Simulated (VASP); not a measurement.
Set up this calculation in VASP 6.6.1, as the native input.

```yaml
Task: single point
Functional: PBE
Potentials_or_basis: VASP PAW PBE potentials, release 64 (Pt, H)
Cutoff: 520 eV
k_mesh: 12 × 12 × 1
Occupations: gaussian, width 0.1 eV
Spin: no spin polarisation
Dipole_correction: yes
Further_INCAR_settings: ALGO = Normal; EDIFF = 1e-06; NBANDS = 24
```

The structure of HPt3 lies in POSCAR:

```
HPt3
1.0
    2.8071640675      0.0000000000      0.0000000000
   -1.4035820338      2.4310753951      0.0000000000
    0.0000000000      0.0000000000     20.1192652917
Pt H
3 1
Direct
    0.6666666667      0.3333333333      0.1988144170
    0.3333333334      0.6666666667      0.3136149989
    0.0512669112      0.1025338223      0.4313301764
    0.1666666667      0.3333333333      0.5038951096
```

The input as run:

INCAR

```
SYSTEM = HPt3
PREC = Accurate
ENCUT = 520
EDIFF = 1E-6
ISMEAR = 0
SIGMA = 0.1
LREAL = .FALSE.
LASPH = .TRUE.
NELM = 80
ALGO = Normal
ISIF = 2
LWAVE = .FALSE.
LCHARG = .TRUE.
LDIPOL = .TRUE.
IDIPOL = 3
DIPOL = 0.5 0.5 0.362
GGA = PE
LELF = .TRUE.
LVHAR = .TRUE.
LVACPOTAV = .TRUE.
NBANDS = 24
```

KPOINTS

```
regular mesh
0
G
  12 12 1
  0 0 0
```

Potentials or basis: VASP PAW PBE potentials, release 64 (Pt, H).

Command:

```console
$ cat potpaw_PBE.64/Pt/POTCAR potpaw_PBE.64/H/POTCAR > POTCAR
$ mpirun -np 1 vasp_std > vasp.out
```

Results of the run:

| Property | Result |
| --- | --- |
| Largest force | 0.276 eV/Å |

Wall time 4 min on 1 thread of Intel Xeon 6975P-C, with other jobs on the host, peak memory 0.35 GiB.
